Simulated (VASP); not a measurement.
# Zr (P6_3/mmc) in VASP: notebook

Runs on Zr. Level: PBE. Tasks: single point.

Program: VASP 6.6.1. These are calculated values, not measurements. Logs are shortened: lines on timing, memory, paths and dates and some standing lists are left out, and cuts for length are marked.

### Step 1. The cell of the first run

Symmetry: P6_3/mmc, No. 194, hexagonal system. The conventional cell has a = 3.212 Å, b = 3.212 Å, c = 5.141 Å, α = 90.00°, β = 90.00°, γ = 120.00°. Within 4.2 Å of Zr (site symmetry -6m2) lie 12 Zr at 3.17 to 3.21 Å.

### Step 2. Single point, PBE (22.97 Å³/atom)

File INCAR:

```
  PREC = Accurate
  ENCUT = 520
  EDIFF = 1E-6
  ISMEAR = -1
  SIGMA = 0.05
  LREAL = False
  LASPH = True
  NELM = 100
  ALGO = Normal
  ISIF = 2
  LWAVE = False
  LCHARG = False
  GGA = PE
  NBANDS = 19
```

File KPOINTS:

```
regular mesh
0
Gamma
  14 14 8
```

File POSCAR:

```
Zr
1.0
    3.2123658823      0.0000000000      0.0000000000
   -1.6061829412      2.7819904603      0.0000000000
    0.0000000000      0.0000000000      5.1409693440
Zr
2
Direct
    0.3333333333      0.6666666667      0.2500000000
    0.6666666667      0.3333333333      0.7500000000
```

Potentials or basis: VASP PAW PBE potentials, release 64 (Zr_sv).

Command:

```bash
cat potpaw_PBE.64/Zr_sv/POTCAR > POTCAR
mpirun -np 1 vasp_std > vasp.out
```

OUTCAR:

```text
PREC = Accurate
   ENCUT = 520
   EDIFF = 1E-6
   ISMEAR = -1
   LREAL = False
   LASPH = True
   NELM = 100
   ISIF = 2
   GGA = PE

 ion  position               nearest neighbor table
   1  0.333  0.667  0.250-   2 3.17   2 3.17   2 3.17   2 3.17   2 3.17   2 3.17
   2  0.667  0.333  0.750-   1 3.17   1 3.17   1 3.17   1 3.17   1 3.17   1 3.17

  LATTYP: Found a hexagonal cell.
 ALAT       =     3.2123658823
 C/A-ratio  =     1.6003685546

  Lattice vectors:

 A1 = (   3.2123658823,   0.0000000000,   0.0000000000)
 A2 = (  -1.6061829412,   2.7819904603,   0.0000000000)
 A3 = (   0.0000000000,   0.0000000000,   5.1409693440)

Analysis of symmetry for initial positions (statically):
=====================================================================
 Subroutine PRICEL returns:
 Original cell was already a primitive cell.

 Routine SETGRP: Setting up the symmetry group for a
 hexagonal supercell.

 Subroutine GETGRP returns: Found 24 space group operations
 (whereof 12 operations were pure point group operations)
 out of a pool of 24 trial point group operations.

The static configuration has the point symmetry D_3d.
 The point group associated with its full space group is D_6h.

Analysis of symmetry for dynamics (positions and initial velocities):
=====================================================================
 Subroutine PRICEL returns:
 Original cell was already a primitive cell.

 Routine SETGRP: Setting up the symmetry group for a
 hexagonal supercell.

 Subroutine GETGRP returns: Found 24 space group operations
 (whereof 12 operations were pure point group operations)
 out of a pool of 24 trial point group operations.

The dynamic configuration has the point symmetry D_3d.
 The point group associated with its full space group is D_6h.

 Subroutine INISYM returns: Found 24 space group operations
 (whereof 12 operations are pure point group operations),
 and found     1 'primitive' translations

----------------------------------------------------------------------------------------

                                     Primitive cell

  volume of cell :      45.9437

  direct lattice vectors                    reciprocal lattice vectors
     3.212365882  0.000000000  0.000000000     0.311297043  0.179727432  0.000000000
    -1.606182941  2.781990460  0.000000000     0.000000000  0.359454863  0.000000000
     0.000000000  0.000000000  5.140969344     0.000000000  0.000000000  0.194515846

  length of vectors
     3.212365882  3.212365882  5.140969344     0.359454863  0.359454863  0.194515846

  position of ions in fractional coordinates (direct lattice)
     0.333333333  0.666666667  0.250000000
     0.666666667  0.333333333  0.750000000

  ion indices of the primitive-cell ions
   primitive index   ion index
                 1           1
                 2           2

----------------------------------------------------------------------------------------

 KPOINTS: regular mesh

Automatic generation of k-mesh.
 Grid dimensions read from file:
 generate k-points for:   14   14    8

 Generating k-lattice:

  Cartesian coordinates                     Fractional coordinates (reciprocal lattice)
     0.022235503  0.012837674  0.000000000     0.071428571 -0.000000000  0.000000000
     0.000000000  0.025675347  0.000000000     0.000000000  0.071428571  0.000000000
     0.000000000  0.000000000  0.024314481     0.000000000  0.000000000  0.125000000

  Length of vectors
     0.025675347  0.025675347  0.024314481

  Shift w.r.t. Gamma in fractional coordinates (k-lattice)
     0.000000000  0.000000000  0.000000000

 Subroutine IBZKPT returns following result:
 ===========================================

 Found    120 irreducible k-points:

 Following reciprocal coordinates:
            Coordinates               Weight
  0.000000  0.000000  0.000000      1.000000
  0.071429 -0.000000  0.000000      6.000000
  0.142857  0.000000  0.000000      6.000000
  0.214286 -0.000000  0.000000      6.000000
  0.285714  0.000000  0.000000      6.000000
  0.357143  0.000000  0.000000      6.000000
[... 16 lines left out ...]
  0.285714  0.285714  0.000000      6.000000
  0.357143  0.285714  0.000000      6.000000
 [... further k-points ...]
   k-points           NKPTS =    120   k-points in BZ     NKDIM =    120   number of bands    NBANDS=     19
   number of dos      NEDOS =    301   number of ions     NIONS =      2
   total plane-waves  NPLWV =  23040
   dimension x,y,z NGX =    24 NGY =   24 NGZ =   40
   dimension x,y,z NGXF=    48 NGYF=   48 NGZF=   80
   ions per type =               2
   NGX,Y,Z   is equivalent  to a cutoff of  12.42, 12.42, 12.93 a.u.
   NGXF,Y,Z  is equivalent  to a cutoff of  24.84, 24.84, 25.87 a.u.
 SYSTEM =  unknown system
   PREC   = accura    normal or accurate (medium, high low for compatibility)
   ISTART =      0    job   : 0-new  1-cont  2-samecut
   ICHARG =      2    charge: 1-file 2-atom 10-const
   ISPIN  =      1    spin polarized calculation?
   LNONCOLLINEAR =      F non collinear calculations
   LSORBIT =      F    spin-orbit coupling
   LASPH  =      T    aspherical Exc in radial PAW
   ENCUT  =  520.0 eV  38.22 Ry    6.18 a.u.   5.97  5.97  9.56*2*pi/ulx,y,z
   NELM   =    100;   NELMIN=  2; NELMDL= -5     # of ELM steps
   EDIFF  = 0.1E-05   stopping-criterion for ELM
   LREAL  =      F    real-space projection
   EDIFFG = 0.1E-04   stopping-criterion for IOM
   NSW    =      0    number of steps for IOM
   IBRION =     -1    ionic relax: 0-MD 1-quasi-New 2-CG
   NFREE  =      0    steps in history (QN), initial steepest desc. (CG)
   ISIF   =      2    stress and relaxation
   ISYM   =      2    0-nonsym 1-usesym 2-fastsym
   POTIM  = 0.5000    time-step for ionic-motion
   TEBEG  =    0.0;   TEEND  =   0.0 temperature during run
   PSTRESS=    0.0 pullay stress
   NELECT =      24.0000    total number of electrons
   NUPDOWN=      -1.0000    fix difference up-down
   EMIN   =  10.00;   EMAX   =-10.00  energy-range for DOS
   EFERMI =   0.00;   METHOD = LEGACY
   ISMEAR =    -1;   SIGMA  =   0.05  broadening in eV -4-tet -1-fermi 0-gaus
   EFERMI_NEDOS =   21; number of points for ismear=-14 and -15
   IALGO  =     38    algorithm
   IMIX   =      4    mixing-type and parameters
     AMIX     =   0.40;   BMIX     =  1.00
     AMIX_MAG =   1.60;   BMIX_MAG =  1.00
  volume/ion in A,a.u.               =      22.97       155.02
  Fermi-wavevector in a.u.,A,eV,Ry     =   1.318469  2.491546 23.651842  1.738361
  Thomas-Fermi vector in A             =   2.448437
   LORBIT       =      0    0 simple, 1 ext, 2 COOP (PROOUT), +10 PAW based schemes
   GGA     = PE    functional components
   LHFCALC =     F    Hartree Fock is set to
   AEXX    =    0.0000 exact exchange contribution
   IVDW    =     0    specifies the selected vdW correction
   LEPSILON=     F    determine dielectric tensor
   LRPA    =     F    only Hartree local field effects (RPA)
 non-spin polarized calculation
  energy-cutoff  :      520.00
  volume of cell :       45.94
 maximum number of plane-waves:      1258
 NGX is ok and might be reduce to    24
   NGX = 11   NGY = 11   NGZ = 19

 number of electron      24.0000000 magnetization

 Free energy of the ion-electron system (eV)
  ---------------------------------------------------
  ext. energy  EPLUGINS =         0.00000000
  ---------------------------------------------------
  free energy    TOTEN  =       -17.04378512 eV

  energy without entropy =      -17.02587754  energy(sigma->0) =      -17.03483133

 E-fermi :   9.1579     XC(G=0): -11.1428

 val. band max:        9.1538422807   @ k =   0.2857   0.2143   0.5000
 cond. band min:       9.1647764189   @ k =   0.1429   0.0000   0.1250
 fundamental gap:      0.0109341381
 Fermi energy:         9.1579431077

 k-point     1 :       0.0000    0.0000    0.0000
  band No.  band energies     occupation
      1     -39.6665      2.00000
      2     -39.5061      2.00000
      3     -18.2089      2.00000
      4     -17.3019      2.00000
      5     -17.3019      2.00000
      6     -17.1684      2.00000
[... 11 lines left out ...]
     18      11.3403      0.00000
     19      13.6458      0.00000

 k-point     2 :       0.0714   -0.0000    0.0000
  band No.  band energies     occupation
      1     -39.6603      2.00000
      2     -39.5035      2.00000
      3     -18.1925      2.00000
      4     -17.3386      2.00000
      5     -17.3139      2.00000
      6     -17.1965      2.00000
[... 11 lines left out ...]
     18      11.2112      0.00000
     19      13.7411      0.00000

 k-point     3 :       0.1429    0.0000    0.0000
  band No.  band energies     occupation
      1     -39.6427      2.00000
      2     -39.4962      2.00000
      3     -18.1453      2.00000
      4     -17.4415      2.00000
      5     -17.3465      2.00000
      6     -17.3012      2.00000
[... 11 lines left out ...]
     18      11.2128      0.00000
     19      13.9529      0.00000

 k-point     4 :       0.2143   -0.0000    0.0000
  band No.  band energies     occupation
      1     -39.6164      2.00000
      2     -39.4864      2.00000
      3     -18.0720      2.00000
      4     -17.5898      2.00000
      5     -17.4470      2.00000
      6     -17.3917      2.00000
[... 11 lines left out ...]
     18      11.8044      0.00000
     19      14.1695      0.00000

 k-point     5 :       0.2857    0.0000    0.0000
  band No.  band energies     occupation
      1     -39.5855      2.00000
      2     -39.4770      2.00000
      3     -17.9804      2.00000
      4     -17.7537      2.00000
      5     -17.6021      2.00000
      6     -17.4399      2.00000
[... 11 lines left out ...]
     18      12.5613      0.00000
     19      14.3350      0.00000
[... 334 lines left out ...]
      2     -39.4692      2.00000
      3     -17.8979      2.00000
      4     -17.7972      2.00000
      5     -17.7633      2.00000
      6     -17.5907      2.00000
[... 11 lines left out ...]
     18      14.0435      0.00000
     19      15.1426      0.00000

 k-point    22 :       0.3571    0.2143    0.0000
  band No.  band energies     occupation
      1     -39.5057      2.00000
      2     -39.4724      2.00000
      3     -17.9440      2.00000
      4     -17.7844      2.00000
      5     -17.6907      2.00000
      6     -17.6587      2.00000
[... 11 lines left out ...]
     18      14.0166      0.00000
     19      15.6552      0.00000

 k-point    23 :       0.2857    0.2857    0.0000
  band No.  band energies     occupation
      1     -39.5028      2.00000
      2     -39.4732      2.00000
      3     -17.9045      2.00000
      4     -17.7871      2.00000
      5     -17.6779      2.00000
      6     -17.6651      2.00000
[... 11 lines left out ...]
     18      13.9405      0.00000
     19      15.7092      0.00000

 k-point    24 :       0.3571    0.2857    0.0000
  band No.  band energies     occupation
      1     -39.4917      2.00000
      2     -39.4787      2.00000
      3     -17.9054      2.00000
      4     -17.7402      2.00000
      5     -17.7309      2.00000
      6     -17.6216      2.00000
[... 11 lines left out ...]
     18      13.9032      0.00000
     19      15.6432      0.00000

 [... further k-points ...]

------------------------ aborting loop because EDIFF is reached ----------------------------------------

  FORCE on cell =-STRESS in cart. coord.  units (eV):
  Direction    XX          YY          ZZ          XY          YZ          ZX
  --------------------------------------------------------------------------------------
  -------------------------------------------------------------------------------------
  Total        0.4912010      0.4912010      0.5360036     -0.0000000      0.0000000     -0.0000000
  in kB       17.1294789     17.1294789     18.6918648     -0.0000000      0.0000000     -0.0000000
  external PRESSURE =      17.6502742 kB  Pullay stress =       0.0000000 kB

 VOLUME and BASIS-vectors are now :
 -----------------------------------------------------------------------------
  energy-cutoff  :      520.00
  volume of cell :       45.94
      direct lattice vectors                 reciprocal lattice vectors
     3.212365882  0.000000000  0.000000000     0.311297043  0.179727432  0.000000000
    -1.606182941  2.781990460  0.000000000     0.000000000  0.359454863  0.000000000
     0.000000000  0.000000000  5.140969344     0.000000000  0.000000000  0.194515846

 POSITION                                       TOTAL-FORCE (eV/Angst)
 -----------------------------------------------------------------------------------
     -0.00000      1.85466      1.28524         0.000000      0.000000      0.000000
      1.60618      0.92733      3.85573        -0.000000      0.000000      0.000000
 -----------------------------------------------------------------------------------
    total drift:                                0.000000     -0.000000      0.000000

  FREE ENERGIE OF THE ION-ELECTRON SYSTEM (eV)
  ---------------------------------------------------
  free  energy   TOTEN  =       -17.0437851209 eV

  energy  without entropy=      -17.0258775378  energy(sigma->0) =      -17.03483133
```

Run time: 29 s. Hardware: 1 thread of Intel Xeon 6975P-C (Granite Rapids), shared host; peak memory 0.21 GiB.

What came out:

| Item | Value |
| --- | --- |
| Free energy | -17.0438 eV |
| Pressure | 1.8 GPa |
| Band gap on the k mesh | zero (bands 12 and 13 overlap by 1.14 eV) |

### Step 3. Single point, PBE

File INCAR:

```
PREC = Accurate ; ENCUT = 520
EDIFF = 1E-6 ; ISMEAR = -1
SIGMA = 0.05 ; LREAL = F
LASPH = T ; NELM = 80
ALGO = Normal ; ISIF = 2
LWAVE = F ; LCHARG = F
GGA = PE ; NBANDS = 19
```

File KPOINTS:

```
Automatic mesh
0
Gamma
  14 14 8
```

File POSCAR:

```
Zr
1.0
    3.2097443702      0.0000000000      0.0000000000
   -1.6048721851      2.7797201643      0.0000000000
    0.0000000000      0.0000000000      5.1462781135
Zr
2
Direct
    0.3333333333      0.6666666667      0.2500000000
    0.6666666667      0.3333333333      0.7500000000
```

Potentials or basis: VASP PAW PBE potentials, release 64 (Zr_sv).

Command:

```bash
cat potpaw_PBE.64/Zr_sv/POTCAR > POTCAR
mpirun -np 1 vasp_std > vasp.out
```

Run time: 30 s. Hardware: 1 thread of Intel Xeon 6975P-C (Granite Rapids), shared host; peak memory 0.22 GiB.

Results (log left out):

* Free energy: -17.0435 eV
* Pressure: 1.8 GPa
* Band gap on the k mesh: zero (bands 12 and 13 overlap by 1.14 eV)

Levels at points of the mesh, in eV from the Fermi level:
```csv
k point,band 8,band 9,band 10,band 11,band 12,band 13,band 14,band 15,band 16,band 17
"(0.00, 0.00, 0.00)",-26.31,-5.70,-3.09,0.86,0.86,0.95,1.16,1.55,1.55,2.20
"(0.50, 0.00, 0.00)",-26.43,-2.63,-2.54,-2.20,-0.18,0.56,0.75,1.44,5.00,5.35
"(0.00, 0.00, 0.50)",-26.38,-3.98,-3.98,0.00,0.00,0.78,0.78,0.78,0.78,3.99
"(0.50, 0.00, 0.50)",-26.55,-2.92,-2.92,-1.11,-1.11,1.67,1.67,2.25,2.25,5.23
```

### Step 4. Single point, PBE

This run uses another cell than the first one, of 23.39 Å³/atom.

File INCAR:

```
SYSTEM = Zr
PREC = Accurate
ENCUT = 520
EDIFF = 1E-7
ISMEAR = -1
SIGMA = 0.05
LREAL = .FALSE.
LASPH = .TRUE.
NELM = 100
ALGO = Normal
ISIF = 2
LWAVE = .FALSE.
LCHARG = .FALSE.
GGA = PE
NBANDS = 19
```

File KPOINTS:

```
Automatic mesh
0
G
  14 14 8
  0 0 0
```

File POSCAR:

```
Zr
1.0
    3.2318746554      0.0000000000      0.0000000000
   -1.6159373277      2.7988855534      0.0000000000
    0.0000000000      0.0000000000      5.1721905709
Zr
2
Direct
    0.3333333333      0.6666666667      0.2500000000
    0.6666666667      0.3333333333      0.7500000000
```

Command:

```bash
cat potpaw_PBE.64/Zr_sv/POTCAR > POTCAR
mpirun -np 1 vasp_std > vasp.out
```

Run time: 35 s. Hardware: 1 thread of Intel Xeon 6975P-C (Granite Rapids), shared host; peak memory 0.21 GiB.

Results (log left out):

- Free energy: -17.0488 eV
- Pressure: 0.0 GPa
- Band gap on the k mesh: zero (bands 12 and 13 overlap by 1.13 eV)

Levels at points of the mesh, in eV from the Fermi level:
```csv
k point,band 10,band 11,band 12,band 13,band 14,band 15
"(0.00, 0.00, 0.00)",-3.03,0.86,0.86,0.96,1.10,1.54
"(0.50, 0.00, 0.00)",-2.51,-2.14,-0.22,0.55,0.74,1.42
"(0.00, 0.00, 0.50)",-3.97,0.01,0.01,0.77,0.77,0.77
"(0.50, 0.00, 0.50)",-2.86,-1.07,-1.07,1.60,1.60,2.20
```

### Step 5. Summary

```csv
cell,gap on the mesh (eV),pressure (GPa)
"a = 3.212, b = 3.212, c = 5.141 Å, angles 90.0, 90.0, 120.0°, 2 atoms",none,1.8
"a = 3.210, b = 3.210, c = 5.146 Å, angles 90.0, 90.0, 120.0°, 2 atoms",none,1.8
"a = 3.232, b = 3.232, c = 5.172 Å, angles 90.0, 90.0, 120.0°, 2 atoms",none,0.0
```

Alike in all rows: task single point; level PBE; potentials or basis VASP PAW PBE potentials, release 64 (Zr_sv); no spin polarisation; k mesh 14 × 14 × 8; cutoff (eV) 520; smearing fermi-dirac 0.05 eV.

Absolute energies hang on the potentials; compare differences alone.
